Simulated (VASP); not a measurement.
# Si2B3 (P4/mbm) in VASP: a series of runs, part 2 of 2

VASP 6.6.1. The steps go on from the part before.

**3. Relaxation of cell and atoms, PBE**

This run uses another cell than the first one, of 13.49 Å³/atom, 1.320 times its volume.

The input, INCAR:

```
PREC = Accurate
ENCUT = 500
EDIFF = 1E-7
ISMEAR = 0
SIGMA = 0.2
LREAL = False
LASPH = True
NELM = 120
ALGO = Normal
ISIF = 3
LWAVE = False
LCHARG = False
GGA = PE
IBRION = 2
NSW = 36
EDIFFG = -0.08
GGA_COMPAT = False
NELMIN = 4
```

The input, KPOINTS:

```
Automatic mesh
0
Gamma
  3 3 5
```

The input, POSCAR:

```
Si2B3
1.0
    6.4337001000      0.0000000000      0.0000000000
    0.0000000000      6.4337001000      0.0000000000
    0.0000000000      0.0000000000      3.2586847000
Si B
4 6
Direct
    0.8707259900      0.3707259900      0.0000000000
    0.1292740100      0.6292740100      0.0000000000
    0.3707259900      0.1292740100      0.0000000000
    0.6292740100      0.8707259900      0.0000000000
    0.3379160000      0.8379160000      0.5000000000
    0.8379160000      0.6620840000      0.5000000000
    0.0000000000      0.0000000000      0.0000000000
    0.6620840000      0.1620840000      0.5000000000
    0.1620840000      0.3379160000      0.5000000000
    0.5000000000      0.5000000000      0.0000000000
```

Potentials or basis: VASP PAW PBE potentials, release 64 (Si, B).

On the command line:

```bash
> cat potpaw_PBE.64/Si/POTCAR potpaw_PBE.64/B/POTCAR > POTCAR
> mpirun -np 1 vasp_std > vasp.out
```

OUTCAR:

```text
PREC = Accurate
   ENCUT = 500
   EDIFF = 1E-7
   ISMEAR = 0
   LREAL = False
   LASPH = True
   NELM = 120
   ISIF = 3
   GGA = PE
   IBRION = 2
   NSW = 36
   EDIFFG = -0.08
   NELMIN = 4

 ion  position               nearest neighbor table
   1  0.871  0.371  0.000-   2 2.35   6 2.49   9 2.49   6 2.49   9 2.49   8 2.50   8 2.50  10 2.53
                             7 2.53
   2  0.129  0.629  0.000-   1 2.35   6 2.49   9 2.49   6 2.49   9 2.49   5 2.50   5 2.50  10 2.53
                             7 2.53
   3  0.371  0.129  0.000-   4 2.35   5 2.49   8 2.49   5 2.49   8 2.49   9 2.50   9 2.50  10 2.53
                             7 2.53
   4  0.629  0.871  0.000-   3 2.35   5 2.49   8 2.49   5 2.49   8 2.49   6 2.50   6 2.50  10 2.53
                             7 2.53
   5  0.338  0.838  0.500-   3 2.49   4 2.49   3 2.49   4 2.49   2 2.50   2 2.50
   6  0.838  0.662  0.500-   1 2.49   2 2.49   1 2.49   2 2.49   4 2.50   4 2.50
   7  0.000  0.000  0.000-   1 2.53   2 2.53   3 2.53   4 2.53
   8  0.662  0.162  0.500-   3 2.49   4 2.49   3 2.49   4 2.49   1 2.50   1 2.50
   9  0.162  0.338  0.500-   1 2.49   2 2.49   1 2.49   2 2.49   3 2.50   3 2.50
  10  0.500  0.500  0.000-   1 2.53   2 2.53   3 2.53   4 2.53

  LATTYP: Found a simple tetragonal cell.
 ALAT       =     6.4337001000
 C/A-ratio  =     0.5065024246

  Lattice vectors:

 A1 = (   6.4337001000,   0.0000000000,   0.0000000000)
 A2 = (   0.0000000000,   6.4337001000,   0.0000000000)
 A3 = (   0.0000000000,   0.0000000000,   3.2586847000)

Analysis of symmetry for initial positions (statically):
=====================================================================
 Subroutine PRICEL returns:
 Original cell was already a primitive cell.

 Routine SETGRP: Setting up the symmetry group for a
 simple tetragonal supercell.

 Subroutine GETGRP returns: Found 16 space group operations
 (whereof  8 operations were pure point group operations)
 out of a pool of 16 trial point group operations.

The static configuration has the point symmetry C_4h.
 The point group associated with its full space group is D_4h.

Analysis of symmetry for dynamics (positions and initial velocities):
=====================================================================
 Subroutine PRICEL returns:
 Original cell was already a primitive cell.
[... 150 lines left out ...]

 number of electron      33.9999997 magnetization

 Free energy of the ion-electron system (eV)
  ---------------------------------------------------
  ext. energy  EPLUGINS =         0.00000000
  ---------------------------------------------------
  free energy    TOTEN  =       -45.08312387 eV

  energy without entropy =      -45.01719565  energy(sigma->0) =      -45.05015976

------------------------ aborting loop because EDIFF is reached ----------------------------------------

  FORCE on cell =-STRESS in cart. coord.  units (eV):
  Direction    XX          YY          ZZ          XY          YZ          ZX
  --------------------------------------------------------------------------------------
  -------------------------------------------------------------------------------------
  Total      -18.4973083    -18.4973083    -17.0938474      0.0000000      0.0000000      0.0000000
  in kB     -219.7126948   -219.7126948   -203.0422593      0.0000000      0.0000000      0.0000000
  external PRESSURE =    -214.1558830 kB  Pullay stress =       0.0000000 kB
[... 113 lines left out ...]
  FREE ENERGIE OF THE ION-ELECTRON SYSTEM (eV)
  ---------------------------------------------------
  free  energy   TOTEN  =       -48.8845414281 eV

  energy  without entropy=      -48.8184387543  energy(sigma->0) =      -48.85149009

 E-fermi :  10.6754     XC(G=0): -12.1380

 val. band max:       10.3690712250   @ k =   0.3333   0.3333   0.2000
 cond. band min:      10.7577894537   @ k =   0.3333   0.3333   0.2000
 fundamental gap:      0.3887182287
 Fermi energy:        10.6753784307

 k-point     1 :       0.0000    0.0000    0.0000
  band No.  band energies     occupation
      1      -6.1590      2.00000
      2      -2.8696      2.00000
      3      -1.6877      2.00000
      4      -1.6877      2.00000
      5      -0.4321      2.00000
      6       2.0539      2.00000
[... 223 lines left out ...]
     22      12.2418      0.00000
     23      12.4032      0.00000

[... ionic steps 4 to 30 ...]

--------------------------------------- Ionic step       31  -------------------------------------------

 number of electron      33.9999999 magnetization

------------------------ aborting loop because EDIFF is reached ----------------------------------------
[... 83 lines left out ...]
--------------------------------------- Ionic step       33  -------------------------------------------

 number of electron      34.0000000 magnetization

 Free energy of the ion-electron system (eV)
  ---------------------------------------------------
  ext. energy  EPLUGINS =         0.00000000
  ---------------------------------------------------
  free energy    TOTEN  =       -52.51788776 eV

  energy without entropy =      -52.46345259  energy(sigma->0) =      -52.49067017

 E-fermi :   8.2536     XC(G=0): -11.4664

 val. band max:        8.2244421368   @ k =   0.0000   0.0000   0.2000
 cond. band min:       8.2843857341   @ k =   0.3333   0.0000   0.4000
 fundamental gap:      0.0599435973
 Fermi energy:         8.2536038694

 k-point     1 :       0.0000    0.0000    0.0000
  band No.  band energies     occupation
      1      -6.4860      2.00000
      2      -3.1157      2.00000
      3      -2.7807      2.00000
      4      -2.7807      2.00000
      5      -1.5728      2.00000
      6       0.8668      2.00000
[... 260 lines left out ...]
  FREE ENERGIE OF THE ION-ELECTRON SYSTEM (eV)
  ---------------------------------------------------
  free  energy   TOTEN  =       -52.5178877555 eV

  energy  without entropy=      -52.4634525927  energy(sigma->0) =      -52.49067017

 reached required accuracy - stopping structural energy minimisation
```

OSZICAR:

```text
N       E                     dE             d eps       ncg     rms          rms(c)
DAV:   1     0.626808308095E+02    0.62681E+02   -0.13844E+04   414   0.124E+03
DAV:   2    -0.386861174078E+02   -0.10137E+03   -0.96855E+02   525   0.168E+02
DAV:   3    -0.452738155579E+02   -0.65877E+01   -0.63764E+01   580   0.356E+01
[... 328 lines left out ...]
DAV:   4    -0.525178946668E+02    0.48576E-04   -0.17263E-04   551   0.706E-02    0.206E-02
DAV:   5    -0.525178892728E+02    0.53940E-05   -0.23199E-05   463   0.267E-02    0.880E-03
DAV:   6    -0.525178882574E+02    0.10154E-05   -0.36426E-06   484   0.106E-02    0.452E-03
DAV:   7    -0.525178877896E+02    0.46783E-06   -0.41858E-07   470   0.370E-03    0.113E-03
DAV:   8    -0.525178877555E+02    0.34062E-07   -0.80626E-08   242   0.167E-03
  33 F= -.52517888E+02 E0= -.52490670E+02  d E =-.146103E-01
```

Run time: 4.5 min. Hardware: 1 thread of Intel Xeon 6975P-C (Granite Rapids), shared host; peak memory 0.22 GiB.

What came out:

| Quantity | Value |
| --- | --- |
| Free energy | -52.5179 eV |
| Relaxed volume | 10.11 Å³/atom |
| Relaxed cell | a = 5.811 Å, b = 5.811 Å, c = 2.993 Å, α = 90.00°, β = 90.00°, γ = 90.00° |
| Space group after relaxing (to 0.05 Å) | P4/mbm (No. 127) |
| Energy gained by relaxing | 743.5 meV/atom |
| Ionic steps | 33 |
| Pressure after relaxing | 0.8 GPa |
| Largest force after relaxing | 0.057 eV/Å |
| Band gap on the k mesh | zero (band 17 reaches 9.96 eV, above the bottom of band 18 at 6.56 eV) |

Forces on the atoms (eV/Å):
```
Si  -0.008 -0.008  0.000
Si   0.008  0.008  0.000
Si  -0.008  0.008  0.000
Si   0.008 -0.008  0.000
B    0.040  0.040  0.000
B    0.040 -0.040  0.000
B    0.000  0.000  0.000
B   -0.040 -0.040  0.000
B   -0.040  0.040  0.000
B    0.000  0.000  0.000
```

The path:
```tsv
step	energy change (eV)	largest force (eV/Å)	pressure (GPa)	volume (Å³)
1	0.0000	1.6992	-21.42	134.89
2	-3.6809	1.5021	-4.53	102.66
3	-3.8014	1.3039	2.47	97.49
4	-3.9736	0.1809	1.90	98.02
5	-3.9738	0.1647	1.89	98.00
6	-3.9990	0.1313	-0.67	99.72
7	-4.0005	0.1403	-1.47	100.30
8	-4.0213	0.1768	-1.06	100.05
9	-4.0265	0.2235	-0.72	99.90
10	-4.0542	0.3291	0.58	98.95
11	-4.1450	0.8017	4.47	96.15
12	-4.5844	2.0944	13.19	90.70
13	-4.8970	0.7266	45.96	80.42
14	-4.9149	2.5412	19.75	87.60
15	-5.2891	2.1618	30.11	83.96
16	-5.2696	1.3314	36.36	82.34
17	-5.3029	1.8433	32.87	83.21
18	-5.2978	1.6770	34.09	82.89
19	-5.5084	1.6088	31.19	83.80
20	-6.0482	1.4166	23.25	86.57
21	-6.7530	1.0303	10.15	92.28
22	-6.9242	0.8281	-7.42	104.45
23	-7.0268	0.8049	-2.31	99.96
24	-7.0280	0.7987	-1.53	99.37
25	-7.0641	0.7853	-1.23	99.31
26	-7.1460	0.7427	-0.23	99.13
27	-7.1589	1.4790	2.35	98.78
28	-7.1813	0.7256	1.02	98.95
29	-7.2241	0.6219	0.81	99.06
30	-7.3242	0.4199	0.42	99.42
31	-7.4167	0.2414	0.82	100.12
32	-7.4202	0.3836	1.09	100.28
33	-7.4348	0.0566	0.80	101.05
```

Final structure:
```xyz
10
Lattice="5.8110 0.0000 0.0000 0.0000 5.8110 0.0000 0.0000 0.0000 2.9926" Properties=species:S:1:pos:R:3 pbc="T T T"
Si    4.5650    1.6595    0.0000
Si    1.2460    4.1514    0.0000
Si    1.6595    1.2460    0.0000
Si    4.1514    4.5650    0.0000
B     2.3382    5.2437    1.4963
B     5.2437    3.4727    1.4963
B     0.0000    0.0000    0.0000
B     3.4727    0.5673    1.4963
B     0.5673    2.3382    1.4963
B     2.9055    2.9055    0.0000
```

Caveat: the k points lie up to 0.42 Å⁻¹ apart in the final cell; the volume moved by over 15 % at a fixed basis, so the end points are rough; the relaxation stopped at a loose force limit of 0.08 eV/Å, so its end isn't a converged minimum.
